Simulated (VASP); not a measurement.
Write the native input for VASP 6.6.1 that does the following.

* Task: single point
* Functional: PBE
* Potentials or basis: VASP PAW PBE potentials, release 64 (F, Mg)
* Cutoff: 520 eV
* k mesh: 3 × 3 × 1
* Occupations: gaussian, width 0.05 eV
* Spin: no spin polarisation
* Dipole correction: yes
* Further INCAR settings: ALGO = Normal; EDIFF = 1e-06; NBANDS = 82; NELMDL = -8

The structure of MgF2 lies in POSCAR:

```
MgF2
1.0
    6.1851578341      0.0000000000      0.0000000000
    0.0000000000      6.6437953315      0.0000000000
    0.0000000000      0.0000000000     21.9319886407
F Mg
16 8
Direct
    0.0000000000      0.0000000000      0.3647640044
    0.5000000000      0.0000000000      0.3647640044
    0.2500000000      0.3035692820      0.4242682066
    0.7500000000      0.3035692820      0.4242682066
    0.2500000000      0.6964307180      0.4242682066
    0.7500000000      0.6964307180      0.4242682066
    0.0000000000      0.0000000000      0.4837724088
    0.5000000000      0.0000000000      0.4837724088
    0.0000000000      0.5000000000      0.5159630478
    0.5000000000      0.5000000000      0.5159630478
    0.2500000000      0.8128103550      0.5821688095
    0.7500000000      0.8128103550      0.5821688095
    0.2500000000      0.1871896450      0.5821688095
    0.7500000000      0.1871896450      0.5821688095
    0.0000000000      0.5000000000      0.6345962415
    0.5000000000      0.5000000000      0.6345962415
    0.0000000000      0.5000000000      0.4242682066
    0.5000000000      0.5000000000      0.4242682066
    0.2500000000      0.0000000000      0.4242682066
    0.7500000000      0.0000000000      0.4242682066
    0.0000000000      0.0000000000      0.5720367513
    0.5000000000      0.0000000000      0.5720367513
    0.2500000000      0.5000000000      0.5832092326
    0.7500000000      0.5000000000      0.5832092326
```

One way to write it, as run:

INCAR

```
SYSTEM = MgF2
PREC = Accurate
ENCUT = 520
EDIFF = 1E-6
ISMEAR = 0
SIGMA = 0.05
LREAL = .FALSE.
LASPH = .TRUE.
NELM = 120
ALGO = Normal
ISIF = 2
LWAVE = .FALSE.
LCHARG = .FALSE.
LDIPOL = .TRUE.
IDIPOL = 3
DIPOL = 0.5 0.5 0.501
GGA = PE
NBANDS = 82
GGA_COMPAT = .FALSE.
NELMDL = -8
```

KPOINTS

```
Automatic mesh
0
G
  3 3 1
  0 0 0
```

Potentials or basis: VASP PAW PBE potentials, release 64 (F, Mg).

Run with:

```bash
$ cat potpaw_PBE.64/F/POTCAR potpaw_PBE.64/Mg/POTCAR > POTCAR
$ mpirun -np 1 vasp_std > vasp.out
```

It gave:

```json
{"Largest force": "1.643 eV/Å", "Band gap on the k mesh": "4.94 eV"}
```

It took 9.7 min on 1 thread of Intel(R) Xeon(R) Platinum 8488C (Sapphire Rapids) (shared host), peak memory 0.84 GiB.
